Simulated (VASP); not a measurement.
Runs of VASP 6.6.1 on Ti. The structure is that of space group P6_3/mmc (No. 194), or close to it. The cells are those of the table. 

```csv
cell,further INCAR settings,gap on the mesh (eV),pressure (GPa)
"a = 3.114, b = 3.114, c = 4.205 Å, angles 90.0, 90.0, 120.0°, 2 atoms",ALGO = Fast; EDIFF = 1e-06; NBANDS = 19,none,-9.1
"a = 2.990, b = 2.990, c = 4.560 Å, angles 90.0, 90.0, 120.0°, 2 atoms",ALGO = Fast; EDIFF = 1e-07; NBANDS = 19,none,-9.8
"a = 3.033, b = 3.033, c = 4.433 Å, angles 90.0, 90.0, 120.0°, 2 atoms",ALGO = Fast; EDIFF = 1e-06; NBANDS = 19,none,-9.6
"a = 3.178, b = 3.178, c = 4.038 Å, angles 90.0, 90.0, 120.0°, 2 atoms",ALGO = Fast; EDIFF = 1e-06; NBANDS = 19,none,-8.6
"a = 2.902, b = 2.902, c = 4.841 Å, angles 90.0, 90.0, 120.0°, 2 atoms",ALGO = Fast; EDIFF = 1e-06; NBANDS = 19,none,(a)
"a = 2.858, b = 2.858, c = 4.993 Å, angles 90.0, 90.0, 120.0°, 2 atoms",ALGO = Fast; EDIFF = 1e-06; NBANDS = 19,none,(b)
"a = 2.776, b = 2.776, c = 5.292 Å, angles 90.0, 90.0, 120.0°, 2 atoms",ALGO = Fast; EDIFF = 1e-06; NBANDS = 19,none,-9.9
"a = 2.703, b = 2.703, c = 5.582 Å, angles 90.0, 90.0, 120.0°, 2 atoms",ALGO = Fast; EDIFF = 1e-06; NBANDS = 19,none,-9.6
```

Alike in all rows: task single point; level LDA; potentials or basis VASP PAW LDA potentials, release 64 (Ti_sv); no spin polarisation; k mesh 21 × 21 × 12; cutoff (eV) 520; smearing gaussian 0.15 eV.

Estimate the missing entries.

(a) -10.2; (b) -10.1.

Caveats: the cell stands under tension.

A gap of «none» marks levels without a gap at the run's occupations.
